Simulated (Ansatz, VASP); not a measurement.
## One calculation of LiF, two programs

File INCAR:

```
SYSTEM = LiF
PREC = Accurate
ENCUT = 520
EDIFF = 1E-6
ISMEAR = 0
SIGMA = 0.1
LREAL = .False.
LASPH = .True.
NELM = 100
ALGO = Normal
ISIF = 2
LWAVE = .False.
LCHARG = .True.
GGA = PE
LELF = .True.
LVHAR = .True.
NBANDS = 18
```

File KPOINTS:

```
regular mesh
0
Gamma
  6 10 4
  0 0 0
```

Contents of POSCAR:

```
LiF
1.0
    3.5754853000      0.0000000000      0.0000000000
    0.0000000000      1.8617350900      0.0000000000
    0.0000000000      0.0000000000      4.0522484300
Li F
2 2
Direct
    0.5000000000      0.0000000000      0.0000000000
    0.0000000000      0.0000000000      0.0000000000
    0.7500000000      0.0000000000      0.4045645500
    0.2500000000      0.0000000000      0.5954354500
```

Input for Ansatz:

```yaml
crystal:
  lattice:
    - [3.5754853, 0.0, 0.0]
    - [0.0, 1.86173509, 0.0]
    - [0.0, 0.0, 4.05224843]
  atoms:
    - { symbol: Li, position: [0.5, 0.0, 0.0] }
    - { symbol: Li, position: [0.0, 0.0, 0.0] }
    - { symbol: F, position: [0.75, 0.0, 0.40456455] }
    - { symbol: F, position: [0.25, 0.0, 0.59543545] }
basis:
  ecutwfc: 420
kpoints:
  mp_grid: { grid: [6, 10, 4] }
hamiltonian:
  xc: pbe
scf:
  occupations: { method: gaussian, width: 0.1 }
  lower_state_search: "off"
output:
  forces: true
  stress: true
  eigenvalues: true
```

Alike in both runs: task single point; functional PBE; k mesh 6 × 10 × 4; occupations gaussian, width 0.1 eV; no spin polarisation.

|  | VASP | Ansatz |
| --- | --- | --- |
| version | VASP 6.6.1 | Ansatz 0.2.0 |
| potentials or method | VASP PAW PBE potentials, release 64 (Li_sv, F), cutoff 520 eV | scalar-relativistic, plane waves, PAW |
| valence electrons in the cell | 20 | 20 |

Ansatz gave:

- gap on the k mesh at the Fermi level (eV): none
- rms of the force components (eV/Å): 2.232

Q: Estimate VASP's values.

A: gap on the k mesh at the Fermi level (eV): none; rms of the force components (eV/Å): 2.209.

Atom by atom the forces differ by 0.023 eV/Å (rms over components). A gap of «none» marks a metal or a gap that the smearing closes.

The k mesh is coarse, so the values compare programs but aren't converged. Noted on VASP's run: the cutoff is short for stress, so the pressure is rough.
